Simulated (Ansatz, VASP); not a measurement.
Al4N5: VASP beside Ansatz

File INCAR:

```
SYSTEM = Al4N5
PREC     = Accurate       ! precision mode
ENCUT    = 520            ! plane-wave cutoff, eV
EDIFF    = 1E-6           ! SCF threshold, eV
ISMEAR   = 0              ! smearing method
SIGMA    = 0.05           ! smearing width, eV
LREAL    = .FALSE.        ! projectors in reciprocal space
LASPH    = .TRUE.         ! aspherical terms in the spheres
NELM     = 150            ! most SCF steps
ALGO     = Normal         ! electronic algorithm
ISIF     = 2              ! what is computed and relaxed
LWAVE    = .FALSE.        ! write WAVECAR
LCHARG   = .FALSE.        ! write CHGCAR
ISPIN    = 2              ! spin polarisation
MAGMOM   = 0 0 0 0 3 0 0 0 0 ! initial moments
LORBIT   = 11             ! projections on sites
LDIPOL   = .TRUE.       
IDIPOL   = 3            
DIPOL    = 0.5 0.5 0.344
GGA      = PE             ! functional
NBANDS   = 32             ! bands
```

KPOINTS

```
Automatic mesh
0
G
  9 9 1
  0 0 0
```

Contents of POSCAR:

```
Al4N5
1.0
    3.1297683445      0.0000000000      0.0000000000
   -1.5648841723      2.7104588943      0.0000000000
    0.0000000000      0.0000000000     25.0621509606
N Al
5 4
Direct
    0.3333333333      0.6666666667      0.1596032203
    0.6666666667      0.3333333333      0.2597004396
    0.3333333333      0.6666666667      0.3620561642
    0.6666666667      0.3333333333      0.4610505141
    0.6666666667      0.6666666667      0.5219883553
    0.6666666667      0.3333333333      0.1833176549
    0.3333333333      0.6666666667      0.2834148742
    0.6666666667      0.3333333333      0.3814237064
    0.3333333333      0.6666666667      0.4812895341
```

Input for Ansatz:

```yaml
crystal:
  lattice:
    - [3.1297683445, 0.0, 0.0]
    - [-1.5648841723, 2.7104588943, 0.0]
    - [0.0, 0.0, 25.0621509606]
  atoms:
    - { symbol: "N", position: [0.3333333333, 0.6666666667, 0.1596032203] }
    - { symbol: Al, position: [0.6666666667, 0.3333333333, 0.1833176549] }
    - { symbol: "N", position: [0.6666666667, 0.3333333333, 0.2597004396] }
    - { symbol: Al, position: [0.3333333333, 0.6666666667, 0.2834148742] }
    - { symbol: "N", position: [0.3333333333, 0.6666666667, 0.3620561642] }
    - { symbol: Al, position: [0.6666666667, 0.3333333333, 0.3814237064] }
    - { symbol: "N", position: [0.6666666667, 0.3333333333, 0.4610505141] }
    - { symbol: Al, position: [0.3333333333, 0.6666666667, 0.4812895341] }
    - { symbol: "N", position: [0.6666666667, 0.6666666667, 0.5219883553], spin: 3.0 }
basis:
  ecutwfc: 420
kpoints:
  mp_grid: { grid: [9, 9, 1] }
hamiltonian:
  xc: pbe
  pseudopotentials: { kind: paw, azcp: { folder: soft_1 } }
scf:
  occupations: { method: gaussian, width: 0.05 }
output:
  forces: true
  eigenvalues: true
  populations: true
magnetization:
  spin_polarized: true
efield:
  axis: 3
  dipole_correction: true
  ramp_width: 0.04
```

Alike in both runs: task single point; functional PBE; k mesh 9 × 9 × 1; occupations gaussian, width 0.05 eV; collinear spin.

```csv
,VASP,Ansatz
version,VASP 6.6.1,Ansatz 0.2.0
potentials or method,"VASP PAW PBE potentials, release 64 (N, Al), cutoff 520 eV","scalar-relativistic, plane waves, PAW"
valence electrons in the cell,37,37
```

```tsv
	VASP	Ansatz	Ansatz less VASP
gap on the k mesh at the Fermi level (eV)	none	none	-
rms of the force components (eV/Å)	4.981	4.968	-0.0126
net moment per atom (μB)	0.02	0.11	+0.090
size of the moment on the site where the two differ most (μB)	0.26	0.20	-0.059
```

Site moments also hang on the region over which each program counts them. A gap of «none» marks a metal or a gap that the smearing closes. The functional is the same, so the differences come from potentials, cutoffs and numerics.
